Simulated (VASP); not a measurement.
A run of VASP 6.6.1:

Contents of INCAR:

```
SYSTEM = Pd
  ALGO = Normal
  EDIFF = 1E-6
  ENCUT = 500
  GGA = PS
  GGA_COMPAT = .FALSE.
  ISIF = 2
  ISMEAR = -1
  LASPH = .TRUE.
  LCHARG = .FALSE.
  LREAL = .FALSE.
  LWAVE = .FALSE.
  NBANDS = 11
  NELM = 120
  PREC = Accurate
  SIGMA = 0.08
```

KPOINTS

```
k-points
0
G
  19 19 19
  0 0 0
```

File POSCAR:

```
Pd
1.0
   -1.4417311039      1.4417311039      1.4417311039
    1.4417311039     -1.4417311039      1.4417311039
    1.4417311039      1.4417311039     -1.4417311039
Pd
1
Direct
    0.0000000000      0.0000000000      0.0000000000
```

Potentials or basis: VASP PAW PBE potentials, release 64 (Pd).

Command:

```sh
$ cat potpaw_PBE.64/Pd/POTCAR > POTCAR
$ mpirun -np 1 vasp_std > vasp.out
```

Hardware: 1 thread of Intel Xeon 6975P-C, with other jobs on the host.

Question: Estimate the wall time of this run.

Answer: Run time: 16 s on 1 thread of Intel Xeon 6975P-C, with other jobs on the host, peak memory 0.14 GiB. Counts: scf iterations 11, k points 220.
